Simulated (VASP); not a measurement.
# Ru (P6_3/mmc) in VASP: a series of runs

The runs below take Ru through single point, with PBE.

All numbers are computed with VASP 6.6.1; they aren't measurements. Logs are shortened: lines on timing, memory, paths and dates and some standing lists are left out, and cuts for length are marked.

## (1) The cell of the first run

Symmetry: P6_3/mmc, No. 194, hexagonal system. The conventional cell has a = 2.720 Å, b = 2.720 Å, c = 4.189 Å, α = 90.00°, β = 90.00°, γ = 120.00°. Ru (site symmetry -6m2) has 12 Ru at 2.62 to 2.72 Å within 3.5 Å.

## (2) Single point, PBE (strain +0.000 along x and y, -0.025 along z)

The input, INCAR:

```
PREC     = Accurate       # precision mode
ENCUT    = 520            # plane-wave cutoff, eV
EDIFF    = 1E-6           # SCF threshold, eV
ISMEAR   = 0              # smearing method
SIGMA    = 0.15           # smearing width, eV
LREAL    = False          # projectors in reciprocal space
LASPH    = True           # aspherical terms in the spheres
NELM     = 60             # most SCF steps
ALGO     = Fast           # electronic algorithm
ISIF     = 2              # what is computed and relaxed
LWAVE    = False          # write WAVECAR
LCHARG   = False          # write CHGCAR
GGA      = PE             # functional
NBANDS   = 21             # bands
```

The input, KPOINTS:

```
regular mesh
0
Gamma
  24 24 14
```

The input, POSCAR:

```
Ru
1.0
    2.7200250909      0.0000000000      0.0000000000
   -1.3600125454      2.3556108276      0.0000000000
    0.0000000000      0.0000000000      4.1893502591
Ru
2
Direct
    0.3333333333      0.6666666667      0.2500000000
    0.6666666667      0.3333333333      0.7500000000
```

Potentials or basis: VASP PAW PBE potentials, release 64 (Ru_pv).

Started as:

```console
cat potpaw_PBE.64/Ru_pv/POTCAR > POTCAR
mpirun -np 1 vasp_std > vasp.out
```

OUTCAR:

```text
PREC = Accurate
   ENCUT = 520
   EDIFF = 1E-6
   ISMEAR = 0
   LREAL = False
   LASPH = True
   NELM = 60
   ISIF = 2
   GGA = PE

 ion  position               nearest neighbor table
   1  0.333  0.667  0.250-   2 2.62   2 2.62   2 2.62   2 2.62   2 2.62   2 2.62
   2  0.667  0.333  0.750-   1 2.62   1 2.62   1 2.62   1 2.62   1 2.62   1 2.62

  LATTYP: Found a hexagonal cell.
 ALAT       =     2.7200250909
 C/A-ratio  =     1.5401880935

  Lattice vectors:

 A1 = (   2.7200250909,   0.0000000000,   0.0000000000)
 A2 = (  -1.3600125454,   2.3556108276,   0.0000000000)
 A3 = (   0.0000000000,   0.0000000000,   4.1893502591)

Analysis of symmetry for initial positions (statically):
=====================================================================
 Subroutine PRICEL returns:
 Original cell was already a primitive cell.

 Routine SETGRP: Setting up the symmetry group for a
 hexagonal supercell.

 Subroutine GETGRP returns: Found 24 space group operations
 (whereof 12 operations were pure point group operations)
 out of a pool of 24 trial point group operations.

The static configuration has the point symmetry D_3d.
 The point group associated with its full space group is D_6h.

Analysis of symmetry for dynamics (positions and initial velocities):
=====================================================================
 Subroutine PRICEL returns:
 Original cell was already a primitive cell.

 Routine SETGRP: Setting up the symmetry group for a
 hexagonal supercell.

 Subroutine GETGRP returns: Found 24 space group operations
 (whereof 12 operations were pure point group operations)
 out of a pool of 24 trial point group operations.

The dynamic configuration has the point symmetry D_3d.
 The point group associated with its full space group is D_6h.

 Subroutine INISYM returns: Found 24 space group operations
 (whereof 12 operations are pure point group operations),
 and found     1 'primitive' translations

----------------------------------------------------------------------------------------

                                     Primitive cell

  volume of cell :      26.8425

  direct lattice vectors                    reciprocal lattice vectors
     2.720025091  0.000000000  0.000000000     0.367643667  0.212259170  0.000000000
    -1.360012545  2.355610828  0.000000000     0.000000000  0.424518341  0.000000000
     0.000000000  0.000000000  4.189350259     0.000000000  0.000000000  0.238700500

  length of vectors
     2.720025091  2.720025091  4.189350259     0.424518341  0.424518341  0.238700500

  position of ions in fractional coordinates (direct lattice)
     0.333333333  0.666666667  0.250000000
     0.666666667  0.333333333  0.750000000

  ion indices of the primitive-cell ions
   primitive index   ion index
                 1           1
                 2           2

----------------------------------------------------------------------------------------

 KPOINTS: regular mesh

Automatic generation of k-mesh.
 Grid dimensions read from file:
 generate k-points for:   24   24   14

 Generating k-lattice:

  Cartesian coordinates                     Fractional coordinates (reciprocal lattice)
     0.015318486  0.008844132  0.000000000     0.041666667  0.000000000  0.000000000
     0.000000000  0.017688264  0.000000000     0.000000000  0.041666667  0.000000000
     0.000000000  0.000000000  0.017050036     0.000000000  0.000000000  0.071428571

  Length of vectors
     0.017688264  0.017688264  0.017050036

  Shift w.r.t. Gamma in fractional coordinates (k-lattice)
     0.000000000  0.000000000  0.000000000

 Subroutine IBZKPT returns following result:
 ===========================================

 Found    488 irreducible k-points:

 Following reciprocal coordinates:
            Coordinates               Weight
  0.000000  0.000000  0.000000      1.000000
  0.041667  0.000000  0.000000      6.000000
  0.083333  0.000000  0.000000      6.000000
  0.125000 -0.000000  0.000000      6.000000
  0.166667  0.000000  0.000000      6.000000
  0.208333 -0.000000  0.000000      6.000000
[... 16 lines left out ...]
  0.416667  0.041667  0.000000     12.000000
  0.458333  0.041667  0.000000     12.000000
 [... further k-points ...]
   k-points           NKPTS =    488   k-points in BZ     NKDIM =    488   number of bands    NBANDS=     21
   number of dos      NEDOS =    301   number of ions     NIONS =      2
   total plane-waves  NPLWV =  12800
   dimension x,y,z NGX =    20 NGY =   20 NGZ =   32
   dimension x,y,z NGXF=    40 NGYF=   40 NGZF=   64
   ions per type =               2
   NGX,Y,Z   is equivalent  to a cutoff of  12.22, 12.22, 12.70 a.u.
   NGXF,Y,Z  is equivalent  to a cutoff of  24.45, 24.45, 25.40 a.u.
 SYSTEM =  unknown system
   PREC   = accura    normal or accurate (medium, high low for compatibility)
   ISTART =      0    job   : 0-new  1-cont  2-samecut
   ICHARG =      2    charge: 1-file 2-atom 10-const
   ISPIN  =      1    spin polarized calculation?
   LNONCOLLINEAR =      F non collinear calculations
   LSORBIT =      F    spin-orbit coupling
   LASPH  =      T    aspherical Exc in radial PAW
   ENCUT  =  520.0 eV  38.22 Ry    6.18 a.u.   5.06  5.06  7.79*2*pi/ulx,y,z
   NELM   =     60;   NELMIN=  2; NELMDL= -5     # of ELM steps
   EDIFF  = 0.1E-05   stopping-criterion for ELM
   LREAL  =      F    real-space projection
   EDIFFG = 0.1E-04   stopping-criterion for IOM
   NSW    =      0    number of steps for IOM
   IBRION =     -1    ionic relax: 0-MD 1-quasi-New 2-CG
   NFREE  =      0    steps in history (QN), initial steepest desc. (CG)
   ISIF   =      2    stress and relaxation
   ISYM   =      2    0-nonsym 1-usesym 2-fastsym
   POTIM  = 0.5000    time-step for ionic-motion
   TEBEG  =    0.0;   TEEND  =   0.0 temperature during run
   PSTRESS=    0.0 pullay stress
   NELECT =      28.0000    total number of electrons
   NUPDOWN=      -1.0000    fix difference up-down
   EMIN   =  10.00;   EMAX   =-10.00  energy-range for DOS
   EFERMI =   0.00;   METHOD = LEGACY
   ISMEAR =     0;   SIGMA  =   0.15  broadening in eV -4-tet -1-fermi 0-gaus
   EFERMI_NEDOS =   21; number of points for ismear=-14 and -15
   IALGO  =     68    algorithm
   IMIX   =      4    mixing-type and parameters
     AMIX     =   0.40;   BMIX     =  1.00
     AMIX_MAG =   1.60;   BMIX_MAG =  1.00
  volume/ion in A,a.u.               =      13.42        90.57
  Fermi-wavevector in a.u.,A,eV,Ry     =   1.660300  3.137511 37.505749  2.756595
  Thomas-Fermi vector in A             =   2.747560
   LORBIT       =      0    0 simple, 1 ext, 2 COOP (PROOUT), +10 PAW based schemes
   GGA     = PE    functional components
   LHFCALC =     F    Hartree Fock is set to
   AEXX    =    0.0000 exact exchange contribution
   IVDW    =     0    specifies the selected vdW correction
   LEPSILON=     F    determine dielectric tensor
   LRPA    =     F    only Hartree local field effects (RPA)
 non-spin polarized calculation
 RMM-DIIS sequential band-by-band and
 Gauss-broadening in eV      SIGMA  =   0.15
  energy-cutoff  :      520.00
  volume of cell :       26.84
 maximum number of plane-waves:       739
   NGX = 11   NGY = 11   NGZ = 15

 number of electron      27.9999998 magnetization

 Free energy of the ion-electron system (eV)
  ---------------------------------------------------
  ext. energy  EPLUGINS =         0.00000000
  ---------------------------------------------------
  free energy    TOTEN  =       -18.44182177 eV

  energy without entropy =      -18.42224182  energy(sigma->0) =      -18.43203180

 E-fermi :  13.0694     XC(G=0): -14.1895

 val. band max:       13.0628979214   @ k =   0.2500   0.0417   0.1429
 cond. band min:      13.0710480051   @ k =   0.4583   0.0833   0.2857
 fundamental gap:      0.0081500836
 Fermi energy:        13.0693939645

 k-point     1 :       0.0000    0.0000    0.0000
  band No.  band energies     occupation
      1     -30.6821      2.00000
      2     -29.7111      2.00000
      3     -29.7111      2.00000
      4     -29.5085      2.00000
      5     -29.5085      2.00000
      6     -29.4277      2.00000
[... 13 lines left out ...]
     20      23.4585      0.00000
     21      23.8966      0.00000

 k-point     2 :       0.0417    0.0000    0.0000
  band No.  band energies     occupation
      1     -30.6759      2.00000
      2     -29.7232      2.00000
      3     -29.7155      2.00000
      4     -29.5213      2.00000
      5     -29.5099      2.00000
      6     -29.4310      2.00000
[... 13 lines left out ...]
     20      23.4584      0.00000
     21      23.8883      0.00000

 k-point     3 :       0.0833    0.0000    0.0000
  band No.  band energies     occupation
      1     -30.6574      2.00000
      2     -29.7586      2.00000
      3     -29.7282      2.00000
      4     -29.5586      2.00000
      5     -29.5141      2.00000
      6     -29.4409      2.00000
[... 13 lines left out ...]
     20      23.4584      0.00000
     21      23.8612      0.00000

 k-point     4 :       0.1250   -0.0000    0.0000
  band No.  band energies     occupation
      1     -30.6272      2.00000
      2     -29.8150      2.00000
      3     -29.7480      2.00000
      4     -29.6173      2.00000
      5     -29.5212      2.00000
      6     -29.4574      2.00000
[... 13 lines left out ...]
     20      23.4584      0.00000
     21      23.8116      0.00000

 k-point     5 :       0.1667    0.0000    0.0000
  band No.  band energies     occupation
      1     -30.5864      2.00000
      2     -29.8886      2.00000
      3     -29.7732      2.00000
      4     -29.6927      2.00000
      5     -29.5309      2.00000
      6     -29.4803      2.00000
[... 13 lines left out ...]
     20      23.4584      0.00000
     21      23.7387      0.00000
[... 382 lines left out ...]
     20      23.4546      0.00000
     21      24.1507      0.00000

 k-point    22 :       0.3750    0.0417    0.0000
  band No.  band energies     occupation
      1     -30.3466      2.00000
      2     -30.2531      2.00000
      3     -30.1360      2.00000
      4     -29.9246      2.00000
      5     -29.7003      2.00000
      6     -29.6075      2.00000
[... 13 lines left out ...]
     20      24.3127      0.00000
     21      26.5737      0.00000

 k-point    23 :       0.4167    0.0417    0.0000
  band No.  band energies     occupation
      1     -30.3927      2.00000
      2     -30.2023      2.00000
      3     -30.1763      2.00000
      4     -29.9401      2.00000
      5     -29.7396      2.00000
      6     -29.6151      2.00000
[... 13 lines left out ...]
     20      25.0285      0.00000
     21      25.9907      0.00000

 k-point    24 :       0.4583    0.0417    0.0000
  band No.  band energies     occupation
      1     -30.4165      2.00000
      2     -30.1971      2.00000
      3     -30.1722      2.00000
      4     -29.9481      2.00000
      5     -29.7639      2.00000
      6     -29.6191      2.00000
[... 13 lines left out ...]
     20      25.4534      0.00000
     21      25.6752      0.00000

 [... further k-points ...]

------------------------ aborting loop because EDIFF is reached ----------------------------------------

  FORCE on cell =-STRESS in cart. coord.  units (eV):
  Direction    XX          YY          ZZ          XY          YZ          ZX
  --------------------------------------------------------------------------------------
  -------------------------------------------------------------------------------------
  Total        0.8413268      0.8413268      2.8341062      0.0000000      0.0000000     -0.0000000
  in kB       50.2171630     50.2171630    169.1623015      0.0000000      0.0000000     -0.0000000
  external PRESSURE =      89.8655425 kB  Pullay stress =       0.0000000 kB

 VOLUME and BASIS-vectors are now :
 -----------------------------------------------------------------------------
  energy-cutoff  :      520.00
  volume of cell :       26.84
      direct lattice vectors                 reciprocal lattice vectors
     2.720025091  0.000000000  0.000000000     0.367643667  0.212259170  0.000000000
    -1.360012545  2.355610828  0.000000000     0.000000000  0.424518341  0.000000000
     0.000000000  0.000000000  4.189350259     0.000000000  0.000000000  0.238700500

 POSITION                                       TOTAL-FORCE (eV/Angst)
 -----------------------------------------------------------------------------------
     -0.00000      1.57041      1.04734         0.000000     -0.000000      0.000000
      1.36001      0.78520      3.14201        -0.000000      0.000000      0.000000
 -----------------------------------------------------------------------------------
    total drift:                               -0.000000      0.000000     -0.000000

  FREE ENERGIE OF THE ION-ELECTRON SYSTEM (eV)
  ---------------------------------------------------
  free  energy   TOTEN  =       -18.4418217731 eV

  energy  without entropy=      -18.4222418241  energy(sigma->0) =      -18.43203180
```

It took 88 s on 1 thread of Intel Xeon 6975P-C (Granite Rapids), shared host; peak memory 0.3 GiB.

What came out:

```
Free energy            : -18.4418 eV
Pressure               : 9.0 GPa
Band gap on the k mesh : zero (bands 14 and 15 overlap by 3.28 eV)
```

Stress tensor (GPa, compression positive):
```
 5.02  0.00  0.00
 0.00  5.02  0.00
 0.00  0.00 16.92
```

Levels at points of the mesh, in eV from the Fermi level:
```csv
k point,band 10,band 11,band 12,band 13,band 14,band 15,band 16,band 17,band 18,band 19
"(0.00, 0.00, 0.00)",-2.69,-2.22,-1.93,-1.93,-1.64,-1.64,1.18,1.18,1.62,10.38
"(0.50, 0.00, 0.00)",-3.28,-1.95,-1.92,-1.41,1.27,1.75,2.05,4.04,6.10,11.20
"(0.00, 0.00, 0.50)",-2.93,-2.93,-2.93,-2.61,-2.61,0.57,0.57,0.57,0.57,10.39
"(0.50, 0.00, 0.50)",-4.52,-1.20,-1.20,0.42,0.42,1.57,1.57,3.39,3.39,10.38
```

Caveat: the cell differs from its parent crystal (strain +0.000 along x and y, -0.025 along z); the cell stands under pressure.

## (3) Single point, PBE (strain -0.025 along x and y, +0.025 along z)

The input, INCAR:

```
ALGO = Fast
EDIFF = 1E-7
ENCUT = 520
GGA = PE
ISIF = 2
ISMEAR = 0
LASPH = T
LCHARG = F
LREAL = F
LWAVE = F
NBANDS = 21
NELM = 100
PREC = Accurate
SIGMA = 0.15
```

The input, KPOINTS:

```
k-points
0
Gamma
  24 24 14
```

The input, POSCAR:

```
Ru
1.0
    2.6520244636      0.0000000000      0.0000000000
   -1.3260122318      2.2967205569      0.0000000000
    0.0000000000      0.0000000000      4.4041887339
Ru
2
Direct
    0.3333333333      0.6666666667      0.2500000000
    0.6666666667      0.3333333333      0.7500000000
```

Potentials or basis: VASP PAW PBE potentials, release 64 (Ru_pv).

Started as:

```console
cat potpaw_PBE.64/Ru_pv/POTCAR > POTCAR
mpirun -np 1 vasp_std > vasp.out
```

It took 1.7 min on 1 thread of Intel Xeon 6975P-C (Granite Rapids), shared host; peak memory 0.31 GiB.

It converged, with:

```
Free energy            : -18.3890 eV
Pressure               : 8.9 GPa
Band gap on the k mesh : zero (bands 14 and 15 overlap by 3.23 eV)
```

Stress tensor (GPa, compression positive):
```
17.11  0.00  0.00
 0.00 17.11  0.00
 0.00  0.00 -7.50
```

Levels at points of the mesh, in eV from the Fermi level:
| k point | band 10 | band 11 | band 12 | band 13 | band 14 | band 15 | band 16 | band 17 | band 18 | band 19 |
| --- | --- | --- | --- | --- | --- | --- | --- | --- | --- | --- |
| (0.00, 0.00, 0.00) | -2.61 | -2.61 | -2.03 | -2.03 | -1.05 | -1.05 | 0.76 | 1.21 | 1.21 | 9.78 |
| (0.50, 0.00, 0.00) | -2.72 | -2.41 | -1.79 | -1.65 | 1.74 | 1.75 | 2.08 | 4.23 | 6.34 | 11.22 |
| (0.00, 0.00, 0.50) | -3.02 | -2.67 | -2.67 | -2.67 | -2.67 | 0.54 | 0.54 | 0.54 | 0.54 | 10.41 |
| (0.50, 0.00, 0.50) | -4.79 | -0.91 | -0.91 | 0.47 | 0.47 | 1.94 | 1.94 | 3.47 | 3.47 | 10.40 |

Caveat: the cell differs from its parent crystal (strain -0.025 along x and y, +0.025 along z); the cell stands under pressure.

(Continued in part 2 of 2.)
